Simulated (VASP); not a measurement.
Crystal: CuO.

```
Cu O
1.0
     2.34185   -1.71130    0.00000
     2.34185    1.71130    0.00000
    -0.85003    0.00000    5.05787
Cu O
2 2
Direct
  0.50000 0.00000 0.50000
  0.00000 0.50000 0.00000
  0.41840 0.58160 0.75000
  0.58160 0.41840 0.25000
```

Base run:

| Property | Result |
| --- | --- |
| Program | VASP 6.6.1 |
| Functional | revPBE |
| Potentials or basis | VASP PAW PBE potentials, release 64 (Cu, O) |
| Cutoff | 520 eV |
| k mesh | 10 × 10 × 5 |
| Occupations | fermi-dirac, width 0.05 eV |
| Spin | no spin polarisation |

Its results: band gap on the k mesh zero (bands 17 and 18 overlap by 0.60 eV); pressure 10.6 GPa; largest force 0.167 eV/Å.

Q: The run is repeated on the same cell with these changes: functional from revPBE to r2SCAN. What comes out?

A: Band gap on the k mesh zero (bands 17 and 18 overlap by 0.59 eV); pressure -0.3 GPa; largest force 0.242 eV/Å.

Caveats: the PAW data sets were made with another functional, which shifts forces and pressure a little; semilocal functionals often make such compounds metallic where correlation or magnetic order opens a gap, which also shifts bond lengths; the cell stands under pressure (at least some runs).
